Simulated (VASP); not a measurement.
# CuAu (P4/mmm) in VASP: further runs, part 2 of 2

VASP 6.6.1. Earlier steps stand in the parts before.

## (4) Single point, PBE (strain +0.0400 x Voigt [1, 1, 0, 0, 0, 0])

Contents of INCAR:

```
SYSTEM = CuAu
ALGO = Fast ; EDIFF = 1E-7
ENCUT = 520 ; GGA = PE
ISIF = 2 ; ISMEAR = 0
LASPH = .TRUE. ; LCHARG = .FALSE.
LREAL = .FALSE. ; LWAVE = .FALSE.
NBANDS = 18 ; NELM = 60
PREC = Accurate ; SIGMA = 0.15
```

Contents of KPOINTS:

```
k-points
0
G
  18 18 14
  0 0 0
```

Contents of POSCAR:

```
CuAu
1.0
    2.9120000000      0.0000000000      0.0000000000
    0.0000000000      2.9120000000      0.0000000000
    0.0000000000      0.0000000000      3.6700000000
Cu Au
1 1
Direct
    0.5000000000      0.5000000000      0.5000000000
    0.0000000000      0.0000000000      0.0000000000
```

Potentials or basis: VASP PAW PBE potentials, release 64 (Cu, Au).

Launch:

```
$ cat potpaw_PBE.64/Cu/POTCAR potpaw_PBE.64/Au/POTCAR > POTCAR
$ mpirun -np 1 vasp_std > vasp.out
```

OUTCAR:

```text
SYSTEM = CuAu
   EDIFF = 1E-7
   ENCUT = 520
   GGA = PE
   ISIF = 2
   ISMEAR = 0
   LASPH = .TRUE.
   LREAL = .FALSE.
   NELM = 60
   PREC = Accurate

 ion  position               nearest neighbor table
   1  0.500  0.500  0.500-   2 2.76   2 2.76   2 2.76   2 2.76   2 2.76   2 2.76   2 2.76   2 2.76

   2  0.000  0.000  0.000-   1 2.76   1 2.76   1 2.76   1 2.76   1 2.76   1 2.76   1 2.76   1 2.76

  LATTYP: Found a simple tetragonal cell.
 ALAT       =     2.9120000000
 C/A-ratio  =     1.2603021978

  Lattice vectors:

 A1 = (   2.9120000000,   0.0000000000,   0.0000000000)
[... 676 lines left out ...]
      6       4.1012      2.00000
[... 10 lines left out ...]
     17      21.9548      0.00000
     18      24.0947      0.00000

 [... further k-points ...]
[... 5 lines left out ...]
  --------------------------------------------------------------------------------------
  -------------------------------------------------------------------------------------
  Total       -0.9009606     -0.9009606     -0.8503514      0.0000000     -0.0000000      0.0000000
  in kB      -46.3839341    -46.3839341    -43.7784300      0.0000000     -0.0000000      0.0000000
  external PRESSURE =     -45.5154327 kB  Pullay stress =       0.0000000 kB

 VOLUME and BASIS-vectors are now :
 -----------------------------------------------------------------------------
  energy-cutoff  :      520.00
  volume of cell :       31.12
      direct lattice vectors                 reciprocal lattice vectors
     2.912000000  0.000000000  0.000000000     0.343406593  0.000000000  0.000000000
     0.000000000  2.912000000  0.000000000     0.000000000  0.343406593  0.000000000
     0.000000000  0.000000000  3.670000000     0.000000000  0.000000000  0.272479564

 POSITION                                       TOTAL-FORCE (eV/Angst)
 -----------------------------------------------------------------------------------
      1.45600      1.45600      1.83500         0.000000      0.000000      0.000000
      0.00000      0.00000      0.00000         0.000000      0.000000      0.000000
 -----------------------------------------------------------------------------------
    total drift:                                0.000000      0.000000     -0.000000

  FREE ENERGIE OF THE ION-ELECTRON SYSTEM (eV)
  ---------------------------------------------------
  free  energy   TOTEN  =        -7.0530022019 eV

  energy  without entropy=       -7.0460639185  energy(sigma->0) =       -7.04953306
```

OSZICAR:

```text
N       E                     dE             d eps       ncg     rms          rms(c)
DAV:   1     0.130133190812E+03    0.13013E+03   -0.10944E+04 16958   0.169E+03
DAV:   2    -0.251760905525E+01   -0.13265E+03   -0.12402E+03 16162   0.295E+02
DAV:   3    -0.792692006946E+01   -0.54093E+01   -0.52646E+01 18484   0.695E+01
DAV:   4    -0.800467005606E+01   -0.77750E-01   -0.77682E-01 19612   0.696E+00
DAV:   5    -0.800672853027E+01   -0.20585E-02   -0.20584E-02 20352   0.118E+00    0.102E+01
RMM:   6    -0.758970819637E+01    0.41702E+00   -0.51173E+00 18249   0.363E+01    0.587E+00
RMM:   7    -0.709537728091E+01    0.49433E+00   -0.18168E+00 18086   0.198E+01    0.462E+00
RMM:   8    -0.705616595888E+01    0.39211E-01   -0.16511E-01 18742   0.481E+00    0.223E+00
RMM:   9    -0.706612717349E+01   -0.99612E-02   -0.69870E-02 18626   0.464E+00    0.102E+00
RMM:  10    -0.705328276892E+01    0.12844E-01   -0.53965E-02 19442   0.334E+00    0.291E-01
RMM:  11    -0.705320684699E+01    0.75922E-04   -0.62613E-03 21438   0.832E-01    0.210E-01
RMM:  12    -0.705322359556E+01   -0.16749E-04   -0.10624E-03 20475   0.308E-01    0.126E-01
RMM:  13    -0.705300726573E+01    0.21633E-03   -0.69535E-04 19096   0.397E-01    0.890E-02
RMM:  14    -0.705300356358E+01    0.37021E-05   -0.14836E-04 20879   0.105E-01    0.268E-02
RMM:  15    -0.705300182831E+01    0.17353E-05   -0.18020E-05 22441   0.475E-02    0.462E-03
RMM:  16    -0.705300214996E+01   -0.32165E-06   -0.39699E-06 20839   0.143E-02    0.674E-03
RMM:  17    -0.705300220188E+01   -0.51916E-07   -0.93969E-07 18593   0.105E-02
   1 F= -.70530022E+01 E0= -.70495331E+01  d E =-.693828E-02
```

stdout:

```text
POSCAR found type information on POSCAR CuAu
 POSCAR found :  2 types and       2 ions
 scaLAPACK will be used
 LDA part: xc-table for (Slater+PW92), standard interpolation
 POSCAR, INCAR and KPOINTS ok, starting setup
 FFT: planning ... GRIDC
 FFT: planning ... GRID_SOFT
 FFT: planning ... GRID
 WAVECAR not read
 entering main loop
WARNING in EDDRMM: call to ZHEGV failed, returncode =   8  4     17
WARNING in EDDRMM: call to ZHEGV failed, returncode =   8  4     17
WARNING in EDDRMM: call to ZHEGV failed, returncode =   8  4     17
WARNING in EDDRMM: call to ZHEGV failed, returncode =   6  3     17
WARNING in EDDRMM: call to ZHEGV failed, returncode =   6  3     17
```

Wall time 99 s (1 thread of Intel Xeon 6975P-C (Granite Rapids), shared host); peak memory 0.34 GiB.

Results:

```
Free energy            : -7.0530 eV
Pressure               : -4.6 GPa
Band gap on the k mesh : zero (band 11 reaches 12.70 eV, above the bottom of band 12 at 5.87 eV)
```

Stress tensor (GPa, compression positive):
```
-4.64  0.00  0.00
 0.00 -4.64  0.00
 0.00  0.00 -4.38
```

Caveat: the cell differs from its parent crystal (strain +0.0400 x Voigt [1, 1, 0, 0, 0, 0]); spin-orbit coupling is left out, which moves the levels of the heavy elements.

## (5) Overview

| cell | further INCAR settings | gap on the mesh (eV) | pressure (GPa) |
| --- | --- | --- | --- |
| a = 2.856, b = 2.856, c = 3.670 Å, 2 atoms | ALGO = Fast; EDIFF = 1e-06; NBANDS = 18 | none | 0.5 |
| a = 2.898, b = 2.898, c = 3.670 Å, 2 atoms | ALGO = Fast; EDIFF = 1e-06; NBANDS = 18 | none | -3.5 |
| a = 2.912, b = 2.912, c = 3.670 Å, 2 atoms | ALGO = Fast; EDIFF = 1e-07; NBANDS = 18 | none | -4.6 |

Alike in all rows: task single point; level PBE; potentials or basis VASP PAW PBE potentials, release 64 (Cu, Au); no spin polarisation; k mesh 18 × 18 × 14; cutoff (eV) 520; smearing gaussian 0.15 eV.

Caveats: spin-orbit coupling is left out, which moves the levels of the heavy elements.

Absolute energies hang on the potentials; compare differences alone.
